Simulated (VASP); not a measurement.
# Zr12H (a cell with a defect) in VASP: single point with PBEsol

Aim: the single point of Zr12H (a cell with a defect) with PBEsol.

Everything below comes from runs of VASP 6.6.1. Logs are shortened: lines on timing, memory, paths and dates and some standing lists are left out, and cuts for length are marked.

## Step 1: The cell of the first run

The cell holds a defect, 13 atoms: a = 6.460 Å, b = 9.690 Å, c = 5.145 Å, α = 90.00°, β = 90.00°, γ = 120.00°.

## Step 2: Single point, PBEsol

The input, INCAR:

```
SYSTEM = Zr12H
ALGO = Normal
EDIFF = 1E-6
ENCUT = 520
GGA = PS
ISIF = 2
ISMEAR = 0
LASPH = .True.
LCHARG = .False.
LREAL = .False.
LWAVE = .False.
NBANDS = 84
NELM = 60
PREC = Accurate
SIGMA = 0.1
```

The input, KPOINTS:

```
k-points
0
Gamma
  4 3 4
  0 0 0
```

The input, POSCAR:

```
Zr12H
1.0
    6.4600000000      0.0000000000      0.0000000000
   -4.8450000000      8.3917860000      0.0000000000
    0.0000000000      0.0000000000      5.1453900000
Zr H
12 1
Direct
    0.0057766436     -0.0006645784      0.0010170269
    0.1724291650      0.2258401251      0.5009643584
    0.0026646579      0.3288482333      0.0009542523
    0.1488444439      0.5498101358      0.5009808780
   -0.0019614197      0.6618704290      0.0009935107
    0.1635964387      0.8874245602      0.5010255782
    0.5008368730     -0.0005450568      0.0010152778
    0.6615739308      0.2214828881      0.5009699945
    0.5066677857      0.3317271198      0.0009602771
    0.6649562743      0.5515377775      0.5009828215
    0.4994530051      0.6665887333      0.0010034225
    0.6770543645      0.9047748596      0.5010384053
    0.4980181996      0.6722005304      0.5009186864
```

Potentials or basis: VASP PAW PBE potentials, release 64 (Zr_sv, H).

Command:

```sh
$ cat potpaw_PBE.64/Zr_sv/POTCAR potpaw_PBE.64/H/POTCAR > POTCAR
$ mpirun -np 1 vasp_std > vasp.out
```

OUTCAR:

```text
SYSTEM = Zr12H
   EDIFF = 1E-6
   ENCUT = 520
   GGA = PS
   ISIF = 2
   ISMEAR = 0
   LASPH = .True.
   LREAL = .False.
   NELM = 60
   PREC = Accurate

 ion  position               nearest neighbor table
   1  0.006  0.999  0.001-   6 3.15   6 3.15  12 3.17  12 3.17   7 3.20   2 3.20   2 3.20   3 3.20
                             9 3.23   5 3.25  11 3.25   7 3.26
   2  0.172  0.226  0.501-   3 3.15   3 3.15  12 3.16  10 3.17   9 3.18   9 3.18   8 3.18   1 3.20
                             1 3.20   4 3.22   6 3.25   8 3.28
   3  0.003  0.329  0.001-   2 3.15   2 3.15   4 3.17   4 3.17   1 3.20   8 3.20   8 3.20   7 3.22
                             9 3.22  11 3.24   9 3.24   5 3.24
   4  0.149  0.550  0.501-  13 1.95   5 3.13   5 3.13  10 3.13   8 3.16   3 3.17   3 3.17   2 3.22
                             6 3.22  11 3.24  11 3.24  10 3.33  12 3.43
   5  0.998  0.662  0.001-   4 3.13   4 3.13  10 3.18  10 3.18   9 3.19   6 3.19   6 3.19  11 3.22
                             3 3.24  11 3.24   1 3.25   7 3.26
   6  0.164  0.887  0.501-   1 3.15   1 3.15   7 3.19   7 3.19   5 3.19   5 3.19   4 3.22   8 3.23
                            12 3.23  12 3.24  10 3.24   2 3.25
   7  0.501  0.999  0.001-  12 3.13  12 3.13   8 3.18   8 3.18   6 3.19   6 3.19   1 3.20   9 3.20
                             3 3.22  11 3.22   5 3.26   1 3.26
   8  0.662  0.221  0.501-  12 3.12   9 3.14   9 3.14   4 3.16   7 3.18   7 3.18   2 3.18  10 3.19
                             3 3.20   3 3.20   6 3.23   2 3.28
   9  0.507  0.332  0.001-   8 3.14   8 3.14  10 3.17  10 3.17   2 3.18   2 3.18   5 3.19   7 3.20
                             3 3.22   1 3.23   3 3.24  11 3.27
  10  0.665  0.552  0.501-  13 1.95   4 3.13   9 3.17   9 3.17   2 3.17   5 3.18   5 3.18   8 3.19
                            11 3.19  11 3.19   6 3.24   4 3.33  12 3.38
  11  0.499  0.667  0.001-  10 3.19  10 3.19   5 3.22   7 3.22   4 3.24   4 3.24   3 3.24   5 3.24
                             1 3.25  12 3.26  12 3.26   9 3.27
  12  0.677  0.905  0.501-  13 1.95   8 3.12   7 3.13   7 3.13   2 3.16   1 3.17   1 3.17   6 3.23
                             6 3.24  11 3.26  11 3.26  10 3.38   4 3.43
  13  0.498  0.672  0.501-  10 1.95  12 1.95   4 1.95

  LATTYP: Found a simple monoclinic cell.
 ALAT       =     6.4600000000
 B/A-ratio  =     0.7965000000
 C/A-ratio  =     1.3228756308
 COS(beta)  =    -0.1889822400

  Lattice vectors:

 A1 = (   6.4600000000,   0.0000000000,   0.0000000000)
 A2 = (   0.0000000000,   0.0000000000,   5.1453900000)
 A3 = (  -1.6150000000,  -8.3917860000,   0.0000000000)

Analysis of symmetry for initial positions (statically):
=====================================================================
 Subroutine PRICEL returns:
 Original cell was already a primitive cell.

 Routine SETGRP: Setting up the symmetry group for a
[... 155 lines left out ...]
   EMIN   =  10.00;   EMAX   =-10.00  energy-range for DOS
   EFERMI =   0.00;   METHOD = LEGACY
   ISMEAR =     0;   SIGMA  =   0.10  broadening in eV -4-tet -1-fermi 0-gaus
   EFERMI_NEDOS =   21; number of points for ismear=-14 and -15
   IALGO  =     38    algorithm
   IMIX   =      4    mixing-type and parameters
     AMIX     =   0.40;   BMIX     =  1.00
     AMIX_MAG =   1.60;   BMIX_MAG =  1.00
  volume/ion in A,a.u.               =      21.46       144.80
  Fermi-wavevector in a.u.,A,eV,Ry     =   1.316323  2.487490 23.574895  1.732706
  Thomas-Fermi vector in A             =   2.446443
   LORBIT       =      0    0 simple, 1 ext, 2 COOP (PROOUT), +10 PAW based schemes
   GGA     = PS    functional components
   LHFCALC =     F    Hartree Fock is set to
   AEXX    =    0.0000 exact exchange contribution
   IVDW    =     0    specifies the selected vdW correction
   LEPSILON=     F    determine dielectric tensor
   LRPA    =     F    only Hartree local field effects (RPA)
 non-spin polarized calculation
 Gauss-broadening in eV      SIGMA  =   0.10
  energy-cutoff  :      520.00
  volume of cell :      278.94
 maximum number of plane-waves:      7534
   NGX = 25   NGY = 37   NGZ = 19

 number of electron     145.0000000 magnetization

 Free energy of the ion-electron system (eV)
  ---------------------------------------------------
  ext. energy  EPLUGINS =         0.00000000
  ---------------------------------------------------
  free energy    TOTEN  =      -112.65633706 eV

  energy without entropy =     -112.58838142  energy(sigma->0) =     -112.62235924

 E-fermi :   8.9642     XC(G=0): -11.2495

 val. band max:        8.9621583822   @ k =   0.5000  -0.0000   0.0000
 cond. band min:       8.9832438642   @ k =   0.5000   0.3333   0.0000
 fundamental gap:      0.0210854819
 Fermi energy:         8.9641962642

 k-point     1 :       0.0000    0.0000    0.0000
  band No.  band energies     occupation
      1     -39.8814      2.00000
      2     -39.7612      2.00000
      3     -39.6988      2.00000
      4     -39.6772      2.00000
      5     -39.6466      2.00000
      6     -39.6376      2.00000
[... 2077 lines left out ...]
     83       9.8586      0.00000
     84       9.9194      0.00000

 [... further k-points ...]
[... 5 lines left out ...]
  --------------------------------------------------------------------------------------
  -------------------------------------------------------------------------------------
  Total       -2.0145439     -2.7239006     -4.0252689     -0.6333387      0.0005157     -0.0000869
  in kB      -11.5712984    -15.6457586    -23.1206619     -3.6378217      0.0029624     -0.0004994
  external PRESSURE =     -16.7792396 kB  Pullay stress =       0.0000000 kB

 VOLUME and BASIS-vectors are now :
 -----------------------------------------------------------------------------
  energy-cutoff  :      520.00
  volume of cell :      278.94
      direct lattice vectors                 reciprocal lattice vectors
     6.460000000  0.000000000  0.000000000     0.154798762  0.089373108  0.000000000
    -4.845000000  8.391786000  0.000000000     0.000000000  0.119164145  0.000000000
     0.000000000  0.000000000  5.145390000     0.000000000  0.000000000  0.194348728

 POSITION                                       TOTAL-FORCE (eV/Angst)
 -----------------------------------------------------------------------------------
     -4.80446      8.38621      0.00523        -0.015383      0.001365     -0.000143
      0.01970      1.89520      2.57766        -0.004202     -0.002153      0.000207
     -1.57606      2.75962      0.00491        -0.013138      0.003429      0.000218
     -1.70230      4.61389      2.57774         0.013807      0.000536      0.000222
      3.24057      5.55427      0.00511         0.008153      0.001169      0.000006
     -3.24274      7.44708      2.57797        -0.001683      0.004469     -0.000304
     -1.60695      8.38721      0.00522        -0.000612     -0.001864     -0.000125
      3.20068      1.85864      2.57769         0.007521     -0.005779      0.000140
      1.66586      2.78378      0.00494        -0.015967     -0.008027      0.000202
      1.62342      4.62839      2.57775         0.019146     -0.013688      0.000236
     -0.00316      5.59387      0.00516         0.015967     -0.001631      0.000202
     -0.00986      7.59268      2.57804        -0.000996      0.009310      0.000020
     -0.03961      5.64096      2.57742        -0.012613      0.012865     -0.000880
 -----------------------------------------------------------------------------------
    total drift:                                0.000142     -0.000097      0.000011

  FREE ENERGIE OF THE ION-ELECTRON SYSTEM (eV)
  ---------------------------------------------------
  free  energy   TOTEN  =      -112.6563370555 eV

  energy  without entropy=     -112.5883814151  energy(sigma->0) =     -112.62235924
```

stdout:

```text
POSCAR found type information on POSCAR ZrH
 POSCAR found :  2 types and      13 ions
 scaLAPACK will be used
 -----------------------------------------------------------------------------
|                                                                             |
|                                                                             |
|     You enforced a specific xc type in the INCAR file but a different       |
|     I HOPE YOU KNOW WHAT YOU ARE DOING!                                     |
|                                                                             |
 -----------------------------------------------------------------------------

 LDA part: xc-table for (Slater+PW92), standard interpolation
 POSCAR, INCAR and KPOINTS ok, starting setup
 FFT: planning ... GRIDC
 FFT: planning ... GRID_SOFT
 FFT: planning ... GRID
 WAVECAR not read
 entering main loop
```

Wall time 7 min (1 thread of AMD EPYC 9R45 (Zen 5), shared host); peak memory 0.57 GiB.

Results:

```yaml
Free_energy: -112.6563 eV
Pressure: -1.7 GPa
Largest_force: 0.024 eV/Å
Band_gap_on_the_k_mesh: zero (an odd number of electrons rules out a gap without spin polarisation)
```

Forces in eV/Å, atoms in the order of the input:
```
Zr  -0.015  0.001  0.000
Zr  -0.004 -0.002  0.000
Zr  -0.013  0.003  0.000
Zr   0.014  0.001  0.000
Zr   0.008  0.001  0.000
Zr  -0.002  0.004  0.000
Zr  -0.001 -0.002  0.000
Zr   0.008 -0.006  0.000
Zr  -0.016 -0.008  0.000
Zr   0.019 -0.014  0.000
Zr   0.016 -0.002  0.000
Zr  -0.001  0.009  0.000
H   -0.013  0.013 -0.001
```

Stress tensor (GPa, compression positive):
```
-1.16 -0.36  0.00
-0.36 -1.56  0.00
 0.00  0.00 -2.31
```

Levels at points of the mesh, in eV from the Fermi level:
```csv
k point,band 69,band 70,band 71,band 72,band 73,band 74,band 75,band 76
"(0.00, 0.00, 0.00)",-0.49,-0.25,0.10,0.20,0.48,0.61,0.63,0.67
"(0.50, 0.00, 0.00)",-0.92,-0.76,-0.70,-0.53,0.00,0.11,0.43,0.50
"(0.00, 0.00, 0.50)",-0.78,-0.76,-0.11,-0.05,0.03,0.21,0.25,0.27
"(0.50, 0.00, 0.50)",-0.79,-0.77,-0.75,-0.75,-0.34,-0.18,-0.09,-0.08
```

Caveat: the PAW data sets were made with another functional, which shifts forces and pressure a little.

The gap in the log of VASP goes by the Fermi energy; the results here count the filled bands.